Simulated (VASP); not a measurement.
# Al2Pt (Fm-3m) in VASP: a series of runs

The runs below take Al2Pt through single point, with PBEsol.

Everything below comes from runs of VASP 6.6.1. Logs are shortened: lines on timing, memory, paths and dates and some standing lists are left out, and cuts for length are marked.

## 1. The cell of the first run

It takes space group Fm-3m (No. 225, cubic). Conventional cell: a = 5.910 Å, b = 5.910 Å, c = 5.910 Å, α = 90.00°, β = 90.00°, γ = 90.00°. Pt (site symmetry m-3m) has 8 Al at 2.56 Å within 3.4 Å. Within 3.4 Å of Al (site symmetry -43m) lie 4 Pt at 2.56 Å and 6 Al at 2.96 Å.

## 2. Single point, PBEsol, non-collinear spin, zero start, spin-orbit coupling

Input file INCAR:

```
PREC     = Accurate       # precision mode
ENCUT    = 520            # plane-wave cutoff, eV
EDIFF    = 1E-6           # SCF threshold, eV
ISMEAR   = -1             # smearing method
SIGMA    = 0.05           # smearing width, eV
LREAL    = F              # projectors in reciprocal space
LASPH    = T              # aspherical terms in the spheres
NELM     = 150            # most SCF steps
ALGO     = Normal         # electronic algorithm
ISIF     = 2              # what is computed and relaxed
LWAVE    = F              # write WAVECAR
LCHARG   = F              # write CHGCAR
MAGMOM   = 0 0 0 0 0 0 0 0 0 # initial moments
LORBIT   = 11             # projections on sites
LSORBIT  = T              # spin-orbit coupling
GGA_COMPAT= F            
LORBMOM  = T            
LMAXMIX  = 4              # l up to which the mixer works
GGA      = PS             # functional
NBANDS   = 29             # bands
```

Input file KPOINTS:

```
regular mesh
0
Gamma
  8 8 8
```

Input file POSCAR:

```
Al2Pt
1.0
    0.0000000000      2.9550000000      2.9550000000
    2.9550000000      0.0000000000      2.9550000000
    2.9550000000      2.9550000000      0.0000000000
Pt Al
1 2
Direct
    0.0000000000      0.0000000000      0.0000000000
    0.7500000000      0.7500000000      0.7500000000
    0.2500000000      0.2500000000      0.2500000000
```

Potentials or basis: VASP PAW PBE potentials, release 64 (Pt, Al).

Launch:

```console
cat potpaw_PBE.64/Pt/POTCAR potpaw_PBE.64/Al/POTCAR > POTCAR
mpirun -np 1 vasp_ncl > vasp.out
```

OUTCAR:

```text
PREC = Accurate
   ENCUT = 520
   EDIFF = 1E-6
   ISMEAR = -1
   LREAL = F
   LASPH = T
   NELM = 150
   ISIF = 2
   LORBIT = 11
   LSORBIT = T
   GGA = PS

 ion  position               nearest neighbor table
   1  0.000  0.000  0.000-   2 2.56   2 2.56   2 2.56   2 2.56   3 2.56   3 2.56   3 2.56   3 2.56

   2  0.750  0.750  0.750-   1 2.56   1 2.56   1 2.56   1 2.56   3 2.96   3 2.96   3 2.96   3 2.96
                             3 2.96   3 2.96
   3  0.250  0.250  0.250-   1 2.56   1 2.56   1 2.56   1 2.56   2 2.96   2 2.96   2 2.96   2 2.96
                             2 2.96   2 2.96

  LATTYP: Found a face centered cubic cell.
 ALAT       =     5.9100000000

  Lattice vectors:

 A1 = (   0.0000000000,   2.9550000000,   2.9550000000)
 A2 = (   2.9550000000,   0.0000000000,   2.9550000000)
 A3 = (   2.9550000000,   2.9550000000,   0.0000000000)

Analysis of symmetry for initial positions (statically):
=====================================================================
 Subroutine PRICEL returns:
 Original cell was already a primitive cell.

 Routine SETGRP: Setting up the symmetry group for a
 face centered cubic supercell.

 Subroutine GETGRP returns: Found 48 space group operations
 (whereof 48 operations were pure point group operations)
 out of a pool of 48 trial point group operations.

The static configuration has the point symmetry O_h .

Analysis of symmetry for dynamics (positions and initial velocities):
=====================================================================
 Subroutine PRICEL returns:
 Original cell was already a primitive cell.

 Routine SETGRP: Setting up the symmetry group for a
 face centered cubic supercell.

 Subroutine GETGRP returns: Found 48 space group operations
 (whereof 48 operations were pure point group operations)
 out of a pool of 48 trial point group operations.

The dynamic configuration has the point symmetry O_h .

Analysis of structural, dynamic, and magnetic symmetry:
=====================================================================
 Subroutine PRICEL returns:
 Original cell was already a primitive cell.

 Routine SETGRP: Setting up the symmetry group for a
 face centered cubic supercell.

 Subroutine GETGRP returns: Found 48 space group operations
 (whereof 48 operations were pure point group operations)
 out of a pool of 48 trial point group operations.

The overall configuration has the point symmetry O_h .

 Subroutine INISYM returns: Found 48 space group operations
 (whereof 48 operations are pure point group operations),
[... 926 lines left out ...]
      0.00000      0.00000      0.00000         0.000000      0.000000      0.000000
      4.43250      4.43250      4.43250        -0.000000     -0.000000     -0.000000
      1.47750      1.47750      1.47750        -0.000000      0.000000      0.000000
 -----------------------------------------------------------------------------------
    total drift:                                0.000000     -0.000000     -0.000000

  FREE ENERGIE OF THE ION-ELECTRON SYSTEM (eV)
  ---------------------------------------------------
  free  energy   TOTEN  =       -18.1096459331 eV

  energy  without entropy=      -18.1010635791  energy(sigma->0) =      -18.10535476

 orbital moment (x)

 # of ion     p       d       tot
 ----------------------------------------
  1         0.000  -0.000  -0.000
  2         0.000   0.000   0.000
  3        -0.000   0.000  -0.000
 ----------------------------------------
           -0.000  -0.000  -0.000

 orbital moment (y)

 # of ion     p       d       tot
 ----------------------------------------
  1        -0.000   0.000   0.000
  2        -0.000   0.000  -0.000
  3         0.000   0.000   0.000
 ----------------------------------------
           -0.000   0.000  -0.000

 orbital moment (z)

 # of ion     p       d       tot
 ----------------------------------------
  1         0.000   0.000   0.000
  2         0.000   0.000   0.000
  3         0.000   0.000   0.000
 ----------------------------------------
            0.000   0.000   0.000

 Spin-Orbit-Coupling matrix elements

 Ion:    1  E_soc:     -0.7186799
 l=   1
     0.0000000    -0.0498532    -0.0498532
    -0.0498532     0.0000000    -0.0498532
    -0.0498532    -0.0498532     0.0000000
 l=   2
     0.0000000    -0.0137585     0.0000000    -0.0137585    -0.0561683
    -0.0137585     0.0000000    -0.0421262    -0.0137585    -0.0140421
     0.0000000    -0.0421262     0.0000000    -0.0421262     0.0000000
    -0.0137585    -0.0137585    -0.0421262     0.0000000    -0.0140421
    -0.0561683    -0.0140421     0.0000000    -0.0140421     0.0000000
 l=   3
     0.0000000     0.0000000     0.0000000     0.0000000     0.0000000     0.0000000     0.0000000
     0.0000000     0.0000000     0.0000000     0.0000000     0.0000000     0.0000000     0.0000000
     0.0000000     0.0000000     0.0000000     0.0000000     0.0000000     0.0000000     0.0000000
     0.0000000     0.0000000     0.0000000     0.0000000     0.0000000     0.0000000     0.0000000
[... 29 lines left out ...]
 l=   2
     0.0000000     0.0000000     0.0000000     0.0000000     0.0000000
     0.0000000     0.0000000     0.0000000     0.0000000     0.0000000
     0.0000000     0.0000000     0.0000000     0.0000000     0.0000000
     0.0000000     0.0000000     0.0000000     0.0000000     0.0000000
     0.0000000     0.0000000     0.0000000     0.0000000     0.0000000
 l=   3
     0.0000000     0.0000000     0.0000000     0.0000000     0.0000000     0.0000000     0.0000000
     0.0000000     0.0000000     0.0000000     0.0000000     0.0000000     0.0000000     0.0000000
     0.0000000     0.0000000     0.0000000     0.0000000     0.0000000     0.0000000     0.0000000
     0.0000000     0.0000000     0.0000000     0.0000000     0.0000000     0.0000000     0.0000000
     0.0000000     0.0000000     0.0000000     0.0000000     0.0000000     0.0000000     0.0000000
     0.0000000     0.0000000     0.0000000     0.0000000     0.0000000     0.0000000     0.0000000
     0.0000000     0.0000000     0.0000000     0.0000000     0.0000000     0.0000000     0.0000000

 total charge

# of ion       s       p       d       tot
------------------------------------------
    1        0.828   0.741   8.149   9.718
    2        0.399   0.362   0.000   0.761
    3        0.399   0.362   0.000   0.761
--------------------------------------------------
tot          1.626   1.465   8.149  11.240

 magnetization (x)

# of ion       s       p       d       tot
------------------------------------------
    1        0.000   0.000  -0.000  -0.000
    2        0.000   0.000   0.000   0.000
    3        0.000   0.000   0.000   0.000
--------------------------------------------------
tot          0.000   0.000  -0.000   0.000

 magnetization (y)

# of ion       s       p       d       tot
------------------------------------------
    1        0.000   0.000   0.000   0.000
    2        0.000  -0.000   0.000  -0.000
    3        0.000  -0.000   0.000  -0.000
--------------------------------------------------
tot          0.000  -0.000   0.000  -0.000

 magnetization (z)

# of ion       s       p       d       tot
------------------------------------------
    1        0.000   0.000   0.000   0.000
    2        0.000  -0.000   0.000  -0.000
    3       -0.000   0.000   0.000  -0.000
--------------------------------------------------
tot         -0.000   0.000   0.000  -0.000
```

OSZICAR:

```text
N       E                     dE             d eps       ncg     rms          rms(c)
DAV:   1     0.534471052634E+02    0.53447E+02   -0.65234E+03  1682   0.947E+02
DAV:   2    -0.163258599491E+02   -0.69773E+02   -0.62683E+02  1901   0.186E+02
DAV:   3    -0.187506138294E+02   -0.24248E+01   -0.23883E+01  2149   0.311E+01
DAV:   4    -0.187735987028E+02   -0.22985E-01   -0.22977E-01  2050   0.349E+00
DAV:   5    -0.187740110672E+02   -0.41236E-03   -0.41236E-03  2044   0.489E-01    0.984E+00
DAV:   6    -0.182455759455E+02    0.52844E+00   -0.20265E+00  1940   0.138E+01    0.357E+00
DAV:   7    -0.181490867020E+02    0.96489E-01   -0.16981E-01  1943   0.412E+00    0.251E+00
DAV:   8    -0.181167622931E+02    0.32324E-01   -0.16354E-02  2007   0.939E-01    0.122E+00
DAV:   9    -0.181096126766E+02    0.71496E-02   -0.71142E-03  1940   0.766E-01    0.224E-01
DAV:  10    -0.181096229400E+02   -0.10263E-04   -0.28887E-04  2008   0.132E-01    0.116E-01
DAV:  11    -0.181096460697E+02   -0.23130E-04   -0.59144E-05  1899   0.620E-02    0.169E-02
DAV:  12    -0.181096459331E+02    0.13660E-06   -0.12404E-06  1905   0.972E-03
   1 F= -.18109646E+02 E0= -.18105355E+02  d E =-.858235E-02  mag=     0.0000    -0.0000     0.0000
```

stdout:

```text
POSCAR found type information on POSCAR PtAl
 POSCAR found :  2 types and       3 ions
 scaLAPACK will be used
 -----------------------------------------------------------------------------
|                                                                             |
|                                                                             |
|     You enforced a specific xc type in the INCAR file but a different       |
|     I HOPE YOU KNOW WHAT YOU ARE DOING!                                     |
|                                                                             |
 -----------------------------------------------------------------------------

 LDA part: xc-table for (Slater+PW92), standard interpolation
 POSCAR, INCAR and KPOINTS ok, starting setup
 FFT: planning ... GRIDC
 FFT: planning ... GRID_SOFT
 FFT: planning ... GRID
 WAVECAR not read
 entering main loop
```

It took 2.2 min on 1 thread of Intel Xeon 8259CL, shared host; peak memory 0.34 GiB.

Results:

* Free energy: -18.1096 eV
* Pressure: -1.4 GPa
* Net moment: 0.00 μB per cell
* Valence electrons inside the program's atomic spheres: Pt 9.72; Al 0.76

Moments on the atoms (μB; x, y, z):
```
Pt  0.00 0.00 0.00
Al  0.00 0.00 0.00
Al  0.00 0.00 0.00
```

Caveat: the PAW data sets were made with another functional, which shifts forces and pressure a little.

[end of part 1 of 2]
